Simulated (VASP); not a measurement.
Write the native input for VASP 6.6.1 that does the following.

| Item | Value |
| --- | --- |
| Task | single point |
| Functional | PBEsol |
| Potentials or basis | VASP PAW PBE potentials, release 64 (Ca_sv) |
| Cutoff | 520 eV |
| k mesh | 9 × 9 × 11 |
| Occupations | gaussian, width 0.1 eV |
| Spin | no spin polarisation |
| Dipole correction | no |
| Further INCAR settings | ALGO = Normal; EDIFF = 1e-06; NBANDS = 11; ISYM = 0 |

The structure of Ca lies in POSCAR:

```
Ca
1.0
    3.8570176947      0.0000000000      0.0000000000
   -1.9285088473      3.3402753064      0.0000000000
    1.9285088473      1.1134251021      3.1492417603
Ca
1
Direct
    0.0000000000      0.0000000000      0.0000000000
```

These files were run (other wordings do the same):

INCAR

```
  PREC = Accurate
  ENCUT = 520
  EDIFF = 1E-6
  ISMEAR = 0
  SIGMA = 0.1
  LREAL = False
  LASPH = True
  NELM = 80
  ALGO = Normal
  ISIF = 2
  LWAVE = False
  LCHARG = True
  GGA = PS
  LELF = True
  LVHAR = True
  NBANDS = 11
  ISYM = 0
```

KPOINTS

```
regular mesh
0
Gamma
  9 9 11
```

Potentials or basis: VASP PAW PBE potentials, release 64 (Ca_sv).

Launch:

```bash
$ cat potpaw_PBE.64/Ca_sv/POTCAR > POTCAR
$ mpirun -np 1 vasp_std > vasp.out
```

It gave:

- Pressure: 0.0 GPa
- Band gap on the k mesh: zero (bands 5 and 6 overlap by 0.24 eV)

Caveat: the PAW data sets were made with another functional, which shifts forces and pressure a little.

It took 3.3 min on 1 thread of Intel(R) Xeon(R) Platinum 8259CL CPU @ 2.50GHz (Skylake/Cascade Lake), with other jobs on the host, peak memory 0.32 GiB.
